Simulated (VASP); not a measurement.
# LiCrF2 (Pmmn) in VASP: single point with r2SCAN

Aim: the single point of LiCrF2 with r2SCAN.

All numbers are computed with VASP 6.6.1; they aren't measurements. Logs are shortened: lines on timing, memory, paths and dates and some standing lists are left out, and cuts for length are marked.

## (1) The cell of the first run

It takes space group Pmmn (No. 59, orthorhombic). The conventional cell has a = 2.931 Å, b = 4.753 Å, c = 6.003 Å, α = 90.00°, β = 90.00°, γ = 90.00°. Within 3.2 Å of Li (site symmetry mm2) lie 6 F at 2.15 to 2.38 Å and 6 Cr at 2.89 to 3.12 Å and 6 Li at 2.93 to 3.17 Å. Within 2.6 Å of Cr (site symmetry mm2) lie 6 F at 1.98 to 2.39 Å. F (site symmetry mm2) has 2 Cr at 1.98 Å and 4 Li at 2.15 to 2.38 Å within 2.6 Å. F (site symmetry mm2) has 4 Cr at 2.07 to 2.39 Å and 2 Li at 2.21 Å and 1 F at 2.79 Å within 2.8 Å.

## (2) Single point, r2SCAN, collinear spin, ferromagnetic start

POSCAR

```
LiCrF2
1.0
    2.9311148400      0.0000000000      0.0000000000
    0.0000000000      4.7528769700      0.0000000000
    0.0000000000      0.0000000000      6.0032499000
Li Cr F
2 2 4
Direct
    0.2500000000      0.2500000000      0.1250000000
    0.7500000000      0.7500000000      0.8750000000
    0.2500000000      0.2500000000      0.6430000000
    0.7500000000      0.7500000000      0.3570000000
    0.2500000000      0.7500000000      0.1360000000
    0.7500000000      0.2500000000      0.8640000000
    0.2500000000      0.7500000000      0.6000000000
    0.7500000000      0.2500000000      0.4000000000
```

INCAR.step1

```
SYSTEM = LiCrF2
ALGO = Normal ; EDIFF = 1E-4
ENCUT = 520 ; GGA = PE
ISMEAR = -1 ; ISPIN = 2
LASPH = .True. ; LCHARG = .False.
LMAXMIX = 4 ; LREAL = .False.
LWAVE = .True. ; MAGMOM = 0 0 3 3 0 0 0 0
NBANDS = 43 ; NELM = 150
PREC = Accurate ; SIGMA = 0.1
```

INCAR.step2

```
SYSTEM = LiCrF2
ALGO = Normal ; EDIFF = 1E-6
ENCUT = 520 ; ISIF = 2
ISMEAR = -1 ; ISPIN = 2
ISTART = 1 ; LASPH = .True.
LCHARG = .True. ; LELF = .True.
LMAXMIX = 4 ; LMIXTAU = .True.
LORBIT = 11 ; LREAL = .False.
LVHAR = .True. ; LWAVE = .False.
MAGMOM = 0 0 3 3 0 0 0 0 ; METAGGA = R2SCAN
NBANDS = 43 ; NELM = 150
PREC = Accurate ; SIGMA = 0.1
```

KPOINTS

```
k-points
0
Gamma
  7 4 3
  0 0 0
```

Potentials or basis: VASP PAW PBE potentials, release 64 (Li_sv, Cr_pv, F).

The run is started by

```sh
$ cat potpaw_PBE.64/Li_sv/POTCAR potpaw_PBE.64/Cr_pv/POTCAR potpaw_PBE.64/F/POTCAR > POTCAR
$ cp INCAR.step1 INCAR
$ mpirun -np 1 vasp_std > vasp.out
$ cp INCAR.step2 INCAR
$ mpirun -np 1 vasp_std > vasp.out
```

OUTCAR:

```text
SYSTEM = LiCrF2
   EDIFF = 1E-6
   ENCUT = 520
   ISIF = 2
   ISMEAR = -1
   ISPIN = 2
   ISTART = 1
   LASPH = .True.
   LORBIT = 11
   LREAL = .False.
   METAGGA = R2SCAN
   NELM = 150
   PREC = Accurate

 ion  position               nearest neighbor table
   1  0.250  0.250  0.125-   6 2.15   6 2.15   8 2.21   8 2.21
   2  0.750  0.750  0.875-   5 2.15   5 2.15   7 2.21   7 2.21
   3  0.250  0.250  0.643-   6 1.98   6 1.98   8 2.07   8 2.07   7 2.39   7 2.39
   4  0.750  0.750  0.357-   5 1.98   5 1.98   7 2.07   7 2.07   8 2.39   8 2.39
   5  0.250  0.750  0.136-   4 1.98   4 1.98   2 2.15   2 2.15
   6  0.750  0.250  0.864-   3 1.98   3 1.98   1 2.15   1 2.15
   7  0.250  0.750  0.600-   4 2.07   4 2.07   2 2.21   2 2.21   3 2.39   3 2.39
   8  0.750  0.250  0.400-   3 2.07   3 2.07   1 2.21   1 2.21   4 2.39   4 2.39

  LATTYP: Found a simple orthorhombic cell.
 ALAT       =     2.9311148400
 B/A-ratio  =     1.6215253340
 C/A-ratio  =     2.0481114619

  Lattice vectors:

 A1 = (   2.9311148400,   0.0000000000,   0.0000000000)
 A2 = (   0.0000000000,   4.7528769700,   0.0000000000)
 A3 = (   0.0000000000,   0.0000000000,   6.0032499000)

Analysis of symmetry for initial positions (statically):
=====================================================================
 Subroutine PRICEL returns:
 Original cell was already a primitive cell.

 Routine SETGRP: Setting up the symmetry group for a
 simple orthorhombic supercell.

 Subroutine GETGRP returns: Found  8 space group operations
 (whereof  2 operations were pure point group operations)
 out of a pool of  8 trial point group operations.

The static configuration has the point symmetry S_2 .
 The point group associated with its full space group is D_2h.

Analysis of symmetry for dynamics (positions and initial velocities):
=====================================================================
 Subroutine PRICEL returns:
 Original cell was already a primitive cell.

 Routine SETGRP: Setting up the symmetry group for a
 simple orthorhombic supercell.

 Subroutine GETGRP returns: Found  8 space group operations
 (whereof  2 operations were pure point group operations)
 out of a pool of  8 trial point group operations.

The dynamic configuration has the point symmetry S_2 .
 The point group associated with its full space group is D_2h.

Analysis of structural, dynamic, and magnetic symmetry:
=====================================================================
 Subroutine PRICEL returns:
 Original cell was already a primitive cell.

 Routine SETGRP: Setting up the symmetry group for a
 simple orthorhombic supercell.

 Subroutine GETGRP returns: Found  8 space group operations
 (whereof  2 operations were pure point group operations)
 out of a pool of  8 trial point group operations.

The overall configuration has the point symmetry S_2 .
 The point group associated with its full space group is D_2h.

 Subroutine INISYM returns: Found  8 space group operations
 (whereof  2 operations are pure point group operations),
 and found     1 'primitive' translations

----------------------------------------------------------------------------------------

                                     Primitive cell

  volume of cell :      83.6326

  direct lattice vectors                    reciprocal lattice vectors
     2.931114840  0.000000000  0.000000000     0.341167117  0.000000000  0.000000000
     0.000000000  4.752876970  0.000000000     0.000000000  0.210398882  0.000000000
     0.000000000  0.000000000  6.003249900     0.000000000  0.000000000  0.166576441

  length of vectors
     2.931114840  4.752876970  6.003249900     0.341167117  0.210398882  0.166576441

  position of ions in fractional coordinates (direct lattice)
     0.250000000  0.250000000  0.125000000
     0.750000000  0.750000000  0.875000000
     0.250000000  0.250000000  0.643000000
     0.750000000  0.750000000  0.357000000
     0.250000000  0.750000000  0.136000000
     0.750000000  0.250000000  0.864000000
     0.250000000  0.750000000  0.600000000
     0.750000000  0.250000000  0.400000000
[... 65 lines left out ...]
   number of dos      NEDOS =    301   number of ions     NIONS =      8
   total plane-waves  NPLWV =  41472
   dimension x,y,z NGX =    24 NGY =   36 NGZ =   48
   dimension x,y,z NGXF=    48 NGYF=   72 NGZF=   96
   ions per type =               2   2   4
   NGX,Y,Z   is equivalent  to a cutoff of  13.61, 12.59, 13.29 a.u.
   NGXF,Y,Z  is equivalent  to a cutoff of  27.22, 25.18, 26.58 a.u.
 SYSTEM =  LiCrF2
   PREC   = accura    normal or accurate (medium, high low for compatibility)
   ISTART =      1    job   : 0-new  1-cont  2-samecut
   ICHARG =      0    charge: 1-file 2-atom 10-const
   ISPIN  =      2    spin polarized calculation?
   LNONCOLLINEAR =      F non collinear calculations
   LSORBIT =      F    spin-orbit coupling
   LASPH  =      T    aspherical Exc in radial PAW
   ENCUT  =  520.0 eV  38.22 Ry    6.18 a.u.   5.45  8.84 11.16*2*pi/ulx,y,z
   NELM   =    150;   NELMIN=  2; NELMDL=  0     # of ELM steps
   EDIFF  = 0.1E-05   stopping-criterion for ELM
   LREAL  =      F    real-space projection
   EDIFFG = 0.1E-04   stopping-criterion for IOM
   NSW    =      0    number of steps for IOM
   IBRION =     -1    ionic relax: 0-MD 1-quasi-New 2-CG
   NFREE  =      0    steps in history (QN), initial steepest desc. (CG)
   ISIF   =      2    stress and relaxation
   ISYM   =      2    0-nonsym 1-usesym 2-fastsym
   POTIM  = 0.5000    time-step for ionic-motion
   TEBEG  =    0.0;   TEEND  =   0.0 temperature during run
   PSTRESS=    0.0 pullay stress
   NELECT =      58.0000    total number of electrons
   NUPDOWN=      -1.0000    fix difference up-down
   EMIN   =  10.00;   EMAX   =-10.00  energy-range for DOS
   EFERMI =   0.00;   METHOD = LEGACY
   ISMEAR =    -1;   SIGMA  =   0.10  broadening in eV -4-tet -1-fermi 0-gaus
   EFERMI_NEDOS =   21; number of points for ismear=-14 and -15
   IALGO  =     38    algorithm
   IMIX   =      4    mixing-type and parameters
     AMIX     =   0.40;   BMIX     =  1.00
     AMIX_MAG =   1.60;   BMIX_MAG =  1.00
  volume/ion in A,a.u.               =      10.45        70.55
  Fermi-wavevector in a.u.,A,eV,Ry     =   1.449080  2.738363 28.569941  2.099831
  Thomas-Fermi vector in A             =   2.566847
   LORBIT       =     11    0 simple, 1 ext, 2 COOP (PROOUT), +10 PAW based schemes
   METAGGA = R2SCAN    functional components
   LHFCALC =     F    Hartree Fock is set to
   AEXX    =    0.0000 exact exchange contribution
   IVDW    =     0    specifies the selected vdW correction
   LEPSILON=     F    determine dielectric tensor
   LRPA    =     F    only Hartree local field effects (RPA)
 spin polarized calculation
  energy-cutoff  :      520.00
  volume of cell :       83.63
 maximum number of plane-waves:      2290
 NGX is ok and might be reduce to    24
   NGX = 11   NGY = 17   NGZ = 23

 number of electron      57.9999966 magnetization       9.6212947

 Free energy of the ion-electron system (eV)
  ---------------------------------------------------
  ext. energy  EPLUGINS =         0.00000000
  ---------------------------------------------------
  free energy    TOTEN  =       -61.40580923 eV

  energy without entropy =      -61.29971895  energy(sigma->0) =      -61.35276409

 E-fermi :   7.9113     XC(G=0): -11.0071

 val. band max:        7.8976172261   @ k =   0.4286   0.0000   0.0000
 cond. band min:       7.9114831058   @ k =   0.0000   0.2500   0.3333
 fundamental gap:      0.0138658798
 Fermi energy:         7.9112509611

 spin component 1

 k-point     1 :       0.0000    0.0000    0.0000
  band No.  band energies     occupation
      1     -43.2803      1.00000
      2     -43.2715      1.00000
      3     -38.6397      1.00000
      4     -38.6209      1.00000
      5     -38.5673      1.00000
      6     -38.5619      1.00000
[... 1045 lines left out ...]
     40      11.9614      0.00000
     41      13.5572      0.00000
 Fermi energy:         7.9112509611

 spin component 2

 k-point     1 :       0.0000    0.0000    0.0000
  band No.  band energies     occupation
      1     -43.2762      1.00000
      2     -43.2676      1.00000
      3     -33.3478      1.00000
      4     -33.3216      1.00000
      5     -33.2169      1.00000
      6     -33.2035      1.00000
[... 1045 lines left out ...]
     40      14.8040      0.00000
     41      16.0079      0.00000
 [bands above 41 left out]

------------------------ aborting loop because EDIFF is reached ----------------------------------------

  FORCE on cell =-STRESS in cart. coord.  units (eV):
  Direction    XX          YY          ZZ          XY          YZ          ZX
  --------------------------------------------------------------------------------------
  -------------------------------------------------------------------------------------
  Total       17.2112580      7.3016711     12.3804695      0.0000000      0.0000000      0.0000000
  in kB      329.7215765    139.8804502    237.1766149      0.0000000      0.0000000      0.0000000
  external PRESSURE =     235.5928805 kB  Pullay stress =       0.0000000 kB

 VOLUME and BASIS-vectors are now :
 -----------------------------------------------------------------------------
  energy-cutoff  :      520.00
  volume of cell :       83.63
      direct lattice vectors                 reciprocal lattice vectors
     2.931114840  0.000000000  0.000000000     0.341167117  0.000000000  0.000000000
     0.000000000  4.752876970  0.000000000     0.000000000  0.210398882  0.000000000
     0.000000000  0.000000000  6.003249900     0.000000000  0.000000000  0.166576441

 POSITION                                       TOTAL-FORCE (eV/Angst)
 -----------------------------------------------------------------------------------
      0.73278      1.18822      0.75041        -0.000000      0.000000      0.172319
      2.19834      3.56466      5.25284         0.000000      0.000000     -0.172319
      0.73278      1.18822      3.86009        -0.000000      0.000000     -0.854563
      2.19834      3.56466      2.14316         0.000000      0.000000      0.854563
      0.73278      3.56466      0.81644         0.000000     -0.000000     -3.175887
      2.19834      1.18822      5.18681         0.000000     -0.000000      3.175887
      0.73278      3.56466      3.60195        -0.000000      0.000000      1.861283
      2.19834      1.18822      2.40130         0.000000      0.000000     -1.861283
 -----------------------------------------------------------------------------------
    total drift:                                0.000000     -0.000000      0.000000

  FREE ENERGIE OF THE ION-ELECTRON SYSTEM (eV)
  ---------------------------------------------------
  free  energy   TOTEN  =       -61.4058092297 eV

  energy  without entropy=      -61.2997189506  energy(sigma->0) =      -61.35276409

 total charge

# of ion       s       p       d       tot
------------------------------------------
    1        2.013   0.011   0.000   2.024
    2        2.013   0.011   0.000   2.024
    3        0.228   6.153   4.440  10.821
    4        0.228   6.153   4.440  10.821
    5        1.753   4.405   0.000   6.158
    6        1.753   4.405   0.000   6.158
    7        1.755   4.390   0.000   6.145
    8        1.755   4.390   0.000   6.145
--------------------------------------------------
tot         11.498  29.919   8.879  50.296

 magnetization (x)

# of ion       s       p       d       tot
------------------------------------------
    1        0.006   0.003   0.000   0.009
    2        0.006   0.003   0.000   0.009
    3        0.052   0.026   4.094   4.171
    4        0.052   0.026   4.094   4.171
    5        0.014   0.047   0.000   0.061
    6        0.014   0.047   0.000   0.061
    7        0.020   0.080   0.000   0.100
    8        0.020   0.080   0.000   0.100
--------------------------------------------------
tot          0.183   0.313   8.187   8.684
```

Wall time 6.2 min (1 thread of Intel Xeon Platinum 8488C (Sapphire Rapids), shared host); peak memory 0.32 GiB.

Results:

```yaml
Free_energy: -61.4058 eV
Largest_force: 3.176 eV/Å
Net_moment: 9.62 μB per cell
Site_moments: Li +0.01; Cr +4.17; F +0.06, +0.10 (each value once) μB
Valence_electrons_inside_the_program's_atomic_spheres: Li 2.02; Cr 10.82; F 6.16, 6.14 (each value once)
```

Forces in eV/Å, atoms in the order of the input:
```
Li   0.000  0.000  0.172
Li   0.000  0.000 -0.172
Cr   0.000  0.000 -0.855
Cr   0.000  0.000  0.855
F    0.000  0.000 -3.176
F    0.000  0.000  3.176
F    0.000  0.000  1.861
F    0.000  0.000 -1.861
```

Caveat: the cutoff is under 1.25 times the usual one of these potentials, so pressure, stress and relaxed cells hold a basis-set (Pulay) error; the PAW data sets were made with another functional, which shifts forces and pressure a little; semilocal functionals often make such compounds metallic where correlation or magnetic order opens a gap, which also shifts bond lengths; the run started ferromagnetic, and an antiferromagnetic order may lie lower in energy. With open d or f shells a metallic result of r2SCAN can be an artefact of self-interaction; +U or a hybrid may open a gap.
